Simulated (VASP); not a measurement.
# BaTiO3 (Cmm2) in VASP: a series of runs

Runs on BaTiO3. Level: r2SCAN+U. Tasks: single point.

Program: VASP 6.6.1. These are calculated values, not measurements. Logs are shortened: lines on timing, memory, paths and dates and some standing lists are left out, and cuts for length are marked.

### 1 The cell of the first run

The structure is orthorhombic, space group Cmm2 (No. 35). The conventional cell has a = 5.418 Å, b = 5.426 Å, c = 4.444 Å, α = 90.00°, β = 90.00°, γ = 90.00°. Within 3.6 Å of Ba (site symmetry mm2) lie 12 O at 2.73 to 3.12 Å and 8 Ti at 3.47 to 3.54 Å. Ti (site symmetry mm2) has 5 O at 1.81 to 1.94 Å within 2.4 Å. Within 2.6 Å of O (site symmetry 2) lie 2 Ti at 1.94 Å. Within 2.4 Å of O (site symmetry mm2) lie 1 Ti at 1.81 Å.

### 2 Single point, r2SCAN+U (biaxial strain in the a-b plane: -4.5 %, then relaxed in part)

The input, POSCAR:

```
BaTiO3
1.0
    2.7091988924      1.5660240193      2.2151551797
   -2.7091988924      1.5660240193      2.2151551797
    0.0000000000     -3.6288724218      2.5654639784
Ba Ti O
1 1 3
Direct
   -0.0057796125     -0.0057796125      0.0286568830
    0.4942196288      0.4942196288      0.5414160894
    0.4942205260      0.9942201973      0.4757870980
    0.4942202604      0.4942202604      0.9494538314
    0.9942201973      0.4942205260      0.4757870980
```

The input, INCAR.step1:

```
ALGO     = Normal         # electronic algorithm
EDIFF    = 1E-4           # SCF threshold, eV
ENCUT    = 520            # plane-wave cutoff, eV
GGA      = PE             # functional
ISMEAR   = 0              # smearing method
LASPH    = True           # aspherical terms in the spheres
LCHARG   = False          # write CHGCAR
LDAU     = True           # DFT+U
LDAUJ    = 0 0 0        
LDAUL    = -1 2 -1        # shell
LDAUTYPE = 2            
LDAUU    = 0 4 0          # U, eV
LMAXMIX  = 4              # l up to which the mixer works
LREAL    = False          # projectors in reciprocal space
LWAVE    = True           # write WAVECAR
NBANDS   = 28             # bands
NELM     = 150            # most SCF steps
PREC     = Accurate       # precision mode
SIGMA    = 0.02           # smearing width, eV
```

The input, INCAR.step2:

```
ALGO     = Normal         # electronic algorithm
EDIFF    = 1E-6           # SCF threshold, eV
ENCUT    = 520            # plane-wave cutoff, eV
ISIF     = 2              # what is computed and relaxed
ISMEAR   = 0              # smearing method
ISTART   = 1            
LASPH    = True           # aspherical terms in the spheres
LCHARG   = False          # write CHGCAR
LDAU     = True           # DFT+U
LDAUJ    = 0 0 0        
LDAUL    = -1 2 -1        # shell
LDAUPRINT= 1            
LDAUTYPE = 2            
LDAUU    = 0 4 0          # U, eV
LMAXMIX  = 4              # l up to which the mixer works
LMIXTAU  = True         
LREAL    = False          # projectors in reciprocal space
LWAVE    = False          # write WAVECAR
METAGGA  = R2SCAN         # meta-GGA
NBANDS   = 28             # bands
NELM     = 150            # most SCF steps
PREC     = Accurate       # precision mode
SIGMA    = 0.02           # smearing width, eV
```

The input, KPOINTS:

```
k-points
0
Gamma
  6 6 6
```

Potentials or basis: VASP PAW PBE potentials, release 64 (Ba_sv, Ti_sv, O).

The run is started by

```bash
$ cat potpaw_PBE.64/Ba_sv/POTCAR potpaw_PBE.64/Ti_sv/POTCAR potpaw_PBE.64/O/POTCAR > POTCAR
$ cp INCAR.step1 INCAR
$ mpirun -np 1 vasp_std > vasp.out
$ cp INCAR.step2 INCAR
$ mpirun -np 1 vasp_std > vasp.out
```

OUTCAR:

```text
EDIFF = 1E-6
   ENCUT = 520
   ISIF = 2
   ISMEAR = 0
   ISTART = 1
   LASPH = True
   LREAL = False
   METAGGA = R2SCAN
   NELM = 150
   PREC = Accurate

 ion  position               nearest neighbor table
   1  0.994  0.994  0.029-   4 2.73   4 2.73   4 2.74   4 2.74   5 2.76   3 2.76   3 2.76   5 2.76
                             5 3.12   3 3.12   3 3.12   5 3.12   2 3.47   2 3.47   2 3.47   2 3.47
   2  0.494  0.494  0.541-   4 1.81   3 1.94   5 1.94   3 1.94   5 1.94   1 3.47   1 3.47   1 3.47
                             1 3.47   1 3.54   1 3.54   1 3.54   1 3.54
   3  0.494  0.994  0.476-   2 1.94   2 1.94   1 2.76   1 2.76   1 3.12   1 3.12
   4  0.494  0.494  0.949-   2 1.81   1 2.73   1 2.73   1 2.74   1 2.74
   5  0.994  0.494  0.476-   2 1.94   2 1.94   1 2.76   1 2.76   1 3.12   1 3.12

  LATTYP: Found a base centered orthorhombic cell.
 ALAT       =     5.4183977848
 B/A-ratio  =     1.0013332872
 C/A-ratio  =     0.8201932456

  Lattice vectors:

 A1 = (   2.7091988924,  -1.5660240193,  -2.2151551797)
 A2 = (   2.7091988924,   1.5660240193,   2.2151551797)
 A3 = (   0.0000000000,  -3.6288724218,   2.5654639784)

Analysis of symmetry for initial positions (statically):
=====================================================================
 Subroutine PRICEL returns:
 Original cell was already a primitive cell.

 Routine SETGRP: Setting up the symmetry group for a
 base centered orthorhombic supercell.

 Subroutine GETGRP returns: Found  4 space group operations
 (whereof  2 operations were pure point group operations)
 out of a pool of  8 trial point group operations.

The static configuration has the point symmetry C_1h.
 The point group associated with its full space group is C_2v.

Analysis of symmetry for dynamics (positions and initial velocities):
=====================================================================
 Subroutine PRICEL returns:
 Original cell was already a primitive cell.

 Routine SETGRP: Setting up the symmetry group for a
 base centered orthorhombic supercell.

 Subroutine GETGRP returns: Found  4 space group operations
 (whereof  2 operations were pure point group operations)
 out of a pool of  8 trial point group operations.

The dynamic configuration has the point symmetry C_1h.
 The point group associated with its full space group is C_2v.

 Subroutine INISYM returns: Found  4 space group operations
 (whereof  2 operations are pure point group operations),
 and found     1 'primitive' translations

----------------------------------------------------------------------------------------

                                     Primitive cell

  volume of cell :      65.3247

  direct lattice vectors                    reciprocal lattice vectors
     2.709198892  1.566024019  2.215155180     0.184556402  0.106396982  0.150499511
    -2.709198892  1.566024019  2.215155180    -0.184556402  0.106396982  0.150499511
     0.000000000 -3.628872422  2.565463978     0.000000000 -0.183737388  0.129894811

  length of vectors
     3.833940836  3.833940836  4.444133265     0.260828461  0.260828461  0.225015755

  position of ions in fractional coordinates (direct lattice)
     0.994220388  0.994220388  0.028656883
     0.494219629  0.494219629  0.541416089
     0.494220526  0.994220197  0.475787098
     0.494220260  0.494220260  0.949453831
     0.994220197  0.494220526  0.475787098

  ion indices of the primitive-cell ions
   primitive index   ion index
                 1           1
                 2           2
                 3           3
                 4           4
                 5           5

----------------------------------------------------------------------------------------

 KPOINTS: k-points

Automatic generation of k-mesh.
 Grid dimensions read from file:
 generate k-points for:    6    6    6

 Generating k-lattice:

  Cartesian coordinates                     Fractional coordinates (reciprocal lattice)
[... 41 lines left out ...]
 [... further k-points ...]
   k-points           NKPTS =     52   k-points in BZ     NKDIM =     52   number of bands    NBANDS=     28
   number of dos      NEDOS =    301   number of ions     NIONS =      5
   total plane-waves  NPLWV =  32400
   dimension x,y,z NGX =    30 NGY =   30 NGZ =   36
   dimension x,y,z NGXF=    60 NGYF=   60 NGZF=   72
   ions per type =               1   1   3
   NGX,Y,Z   is equivalent  to a cutoff of  13.01, 13.01, 13.47 a.u.
   NGXF,Y,Z  is equivalent  to a cutoff of  26.02, 26.02, 26.93 a.u.
 SYSTEM =  unknown system
   PREC   = accura    normal or accurate (medium, high low for compatibility)
   ISTART =      1    job   : 0-new  1-cont  2-samecut
   ICHARG =      0    charge: 1-file 2-atom 10-const
   ISPIN  =      1    spin polarized calculation?
   LNONCOLLINEAR =      F non collinear calculations
   LSORBIT =      F    spin-orbit coupling
   LASPH  =      T    aspherical Exc in radial PAW
   ENCUT  =  520.0 eV  38.22 Ry    6.18 a.u.   7.13  7.13  8.26*2*pi/ulx,y,z
   NELM   =    150;   NELMIN=  2; NELMDL=  0     # of ELM steps
   EDIFF  = 0.1E-05   stopping-criterion for ELM
   LREAL  =      F    real-space projection
   EDIFFG = 0.1E-04   stopping-criterion for IOM
   NSW    =      0    number of steps for IOM
   IBRION =     -1    ionic relax: 0-MD 1-quasi-New 2-CG
   NFREE  =      0    steps in history (QN), initial steepest desc. (CG)
   ISIF   =      2    stress and relaxation
   ISYM   =      2    0-nonsym 1-usesym 2-fastsym
   POTIM  = 0.5000    time-step for ionic-motion
   TEBEG  =    0.0;   TEEND  =   0.0 temperature during run
   PSTRESS=    0.0 pullay stress
   NELECT =      40.0000    total number of electrons
   NUPDOWN=      -1.0000    fix difference up-down
   EMIN   =  10.00;   EMAX   =-10.00  energy-range for DOS
   EFERMI =   0.00;   METHOD = LEGACY
   ISMEAR =     0;   SIGMA  =   0.02  broadening in eV -4-tet -1-fermi 0-gaus
   EFERMI_NEDOS =   21; number of points for ismear=-14 and -15
   IALGO  =     38    algorithm
   IMIX   =      4    mixing-type and parameters
     AMIX     =   0.40;   BMIX     =  1.00
     AMIX_MAG =   1.60;   BMIX_MAG =  1.00
  volume/ion in A,a.u.               =      13.06        88.17
  Fermi-wavevector in a.u.,A,eV,Ry     =   1.390173  2.627047 26.294378  1.932582
  Thomas-Fermi vector in A             =   2.514134
   LORBIT       =      0    0 simple, 1 ext, 2 COOP (PROOUT), +10 PAW based schemes
 LDA+U is selected, type is set to LDAUTYPE =  2
   angular momentum for each species LDAUL =    -1    2   -1
   U (eV)           for each species LDAUU =   0.0  4.0  0.0
   J (eV)           for each species LDAUJ =   0.0  0.0  0.0
   METAGGA = R2SCAN    functional components
   LHFCALC =     F    Hartree Fock is set to
   AEXX    =    0.0000 exact exchange contribution
   IVDW    =     0    specifies the selected vdW correction
   LEPSILON=     F    determine dielectric tensor
   LRPA    =     F    only Hartree local field effects (RPA)
 non-spin polarized calculation
 Gauss-broadening in eV      SIGMA  =   0.02
  energy-cutoff  :      520.00
  volume of cell :       65.32
 maximum number of plane-waves:      1778
 NGX is ok and might be reduce to    30
   NGX = 15   NGY = 15   NGZ = 17

atom =   2  type =  2  l = 2

 onsite density matrix

spin component  1

  0.1612  0.0000  0.0000  0.0638  0.0000
  0.0000  0.2034 -0.0045  0.0000  0.0696
  0.0000 -0.0045  0.1105  0.0000  0.0065
  0.0638  0.0000  0.0000  0.2064  0.0000
  0.0000  0.0696  0.0065  0.0000  0.1541

spin component  2

  0.1612  0.0000  0.0000  0.0638  0.0000
  0.0000  0.2034 -0.0045  0.0000  0.0696
  0.0000 -0.0045  0.1105  0.0000  0.0065
  0.0638  0.0000  0.0000  0.2064  0.0000
  0.0000  0.0696  0.0065  0.0000  0.1541

 occupancies and eigenvectors

  o =  0.0993  v =  0.0000 -0.4708 -0.5774  0.0000  0.6670  0.0000  0.0000  0.0000  0.0000  0.0000      0.0000  0.0000  0.0000  0.0000  0.0000  0.0000  0.0000  0.0000  0.0000  0.0000
  o =  0.0993  v =  0.0000  0.0000  0.0000  0.0000  0.0000  0.0000 -0.4708 -0.5774  0.0000  0.6670      0.0000  0.0000  0.0000  0.0000  0.0000  0.0000  0.0000  0.0000  0.0000  0.0000
  o =  0.1160  v =  0.0000 -0.3335  0.8164  0.0000  0.4714  0.0000  0.0000  0.0000  0.0000  0.0000      0.0000  0.0000  0.0000  0.0000  0.0000  0.0000  0.0000  0.0000  0.0000  0.0000
  o =  0.1160  v =  0.0000  0.0000  0.0000  0.0000  0.0000  0.0000 -0.3335  0.8164  0.0000  0.4714      0.0000  0.0000  0.0000  0.0000  0.0000  0.0000  0.0000  0.0000  0.0000  0.0000
  o =  0.1161  v =  0.0000  0.0000  0.0000  0.0000  0.0000 -0.8166  0.0000  0.0000  0.5773  0.0000      0.0000  0.0000  0.0000  0.0000  0.0000  0.0000  0.0000  0.0000  0.0000  0.0000
  o =  0.1161  v = -0.8166  0.0000  0.0000  0.5773  0.0000  0.0000  0.0000  0.0000  0.0000  0.0000      0.0000  0.0000  0.0000  0.0000  0.0000  0.0000  0.0000  0.0000  0.0000  0.0000
  o =  0.2515  v = -0.5773  0.0000  0.0000 -0.8166  0.0000  0.0000  0.0000  0.0000  0.0000  0.0000      0.0000  0.0000  0.0000  0.0000  0.0000  0.0000  0.0000  0.0000  0.0000  0.0000
  o =  0.2515  v =  0.0000  0.0000  0.0000  0.0000  0.0000 -0.5773  0.0000  0.0000 -0.8166  0.0000      0.0000  0.0000  0.0000  0.0000  0.0000  0.0000  0.0000  0.0000  0.0000  0.0000
  o =  0.2526  v =  0.0000  0.0000  0.0000  0.0000  0.0000  0.0000  0.8168  0.0005  0.0000  0.5770      0.0000  0.0000  0.0000  0.0000  0.0000  0.0000  0.0000  0.0000  0.0000  0.0000
  o =  0.2526  v =  0.0000  0.8168  0.0005  0.0000  0.5770  0.0000  0.0000  0.0000  0.0000  0.0000      0.0000  0.0000  0.0000  0.0000  0.0000  0.0000  0.0000  0.0000  0.0000  0.0000

 number of electron      39.9999988 magnetization

 Free energy of the ion-electron system (eV)
  ---------------------------------------------------
  ext. energy  EPLUGINS =         0.00000000
  ---------------------------------------------------
  free energy    TOTEN  =       -71.30269403 eV

  energy without entropy =      -71.30269403  energy(sigma->0) =      -71.30269403

 E-fermi :   4.0644     XC(G=0): -11.7662

 val. band max:        3.9625930219   @ k =   0.5000   0.5000   0.5000
 cond. band min:       6.8623891199   @ k =   0.0000   0.0000   0.0000
 fundamental gap:      2.8997960979
 Fermi energy:         4.0644090562

 k-point     1 :       0.0000    0.0000    0.0000
  band No.  band energies     occupation
      1     -55.8162      2.00000
      2     -31.1063      2.00000
      3     -30.9397      2.00000
      4     -30.9388      2.00000
      5     -22.1379      2.00000
      6     -14.4549      2.00000
[... 733 lines left out ...]
     27      12.2612      0.00000
     28      12.8054      0.00000

 [... further k-points ...]

------------------------ aborting loop because EDIFF is reached ----------------------------------------

  FORCE on cell =-STRESS in cart. coord.  units (eV):
  Direction    XX          YY          ZZ          XY          YZ          ZX
  --------------------------------------------------------------------------------------
  -------------------------------------------------------------------------------------
  Total        5.9263791      3.0842101      4.4317001      0.0000000      1.9044452      0.0000000
  in kB      145.3525020     75.6444433    108.6934676      0.0000000     46.7091060      0.0000000
  external PRESSURE =     109.8968043 kB  Pullay stress =       0.0000000 kB

 VOLUME and BASIS-vectors are now :
 -----------------------------------------------------------------------------
  energy-cutoff  :      520.00
  volume of cell :       65.32
      direct lattice vectors                 reciprocal lattice vectors
     2.709198892  1.566024019  2.215155180     0.184556402  0.106396982  0.150499511
    -2.709198892  1.566024019  2.215155180    -0.184556402  0.106396982  0.150499511
     0.000000000 -3.628872422  2.565463978     0.000000000 -0.183737388  0.129894811

 POSITION                                       TOTAL-FORCE (eV/Angst)
 -----------------------------------------------------------------------------------
      0.00000      3.00995      4.47822        -0.000000      0.076083     -0.053787
      0.00000     -0.41681      3.57853        -0.000000      0.541401     -0.382748
     -1.35460      0.60436      4.51774         0.000000     -0.019606      0.013860
      0.00000     -1.89753      4.62534        -0.000000     -0.578272      0.408815
      1.35460      0.60436      4.51774        -0.000000     -0.019606      0.013860
 -----------------------------------------------------------------------------------
    total drift:                                0.000000      0.003648      0.008003

  FREE ENERGIE OF THE ION-ELECTRON SYSTEM (eV)
  ---------------------------------------------------
  free  energy   TOTEN  =       -71.3026940267 eV

  energy  without entropy=      -71.3026940267  energy(sigma->0) =      -71.30269403
```

It took 7.8 min on 1 thread of Intel Xeon 8259CL, shared host; peak memory 0.25 GiB.

What came out:

| Property | Result |
| --- | --- |
| Free energy | -71.3027 eV |
| Pressure | 11.0 GPa |
| Largest force | 0.708 eV/Å |
| Band gap on the k mesh | 2.90 eV (least direct gap 3.71 eV) |

Forces on the atoms (eV/Å):
```
Ba   0.000  0.076 -0.054
Ti   0.000  0.541 -0.383
O    0.000 -0.020  0.014
O    0.000 -0.578  0.409
O    0.000 -0.020  0.014
```

Levels at points of the mesh, in eV from the valence-band top:
| k point | band 17 | band 18 | band 19 | band 20 | band 21 | band 22 | band 23 | band 24 |
| --- | --- | --- | --- | --- | --- | --- | --- | --- |
| (0.00, 0.00, 0.00) | -1.88 | -1.67 | -0.83 | -0.81 | 2.90 | 3.66 | 3.66 | 4.37 |
| (0.50, 0.00, 0.00) | -2.30 | -2.25 | -1.99 | -1.95 | 3.74 | 4.47 | 4.55 | 4.55 |
| (0.50, 0.50, 0.00) | -2.51 | -1.10 | -1.09 | -0.03 | 3.88 | 4.63 | 4.63 | 5.24 |
| (0.00, 0.00, 0.50) | -2.17 | -2.16 | -0.87 | -0.86 | 3.00 | 4.30 | 4.30 | 4.93 |
| (0.50, 0.00, 0.50) | -2.25 | -1.77 | -1.53 | -1.04 | 4.34 | 4.51 | 4.67 | 5.63 |
| (0.50, 0.50, 0.50) | -2.64 | -0.99 | -0.99 | 0.00 | 4.76 | 4.76 | 5.27 | 5.96 |

Eigenvalues of the final occupation matrices:
```csv
site,spin,trace,eigenvalues
site 2 d,1,0.84,0.10 0.12 0.12 0.25 0.25
site 2 d,2,0.84,0.10 0.12 0.12 0.25 0.25
```

Caveat: the cell differs from its parent crystal (biaxial strain in the a-b plane: -4.5 %, then relaxed in part); the cell stands under pressure; the PAW data sets were made with another functional, which shifts forces and pressure a little; spin-orbit coupling is left out, which moves the levels of the heavy elements.

(Continued in part 2 of 2.)
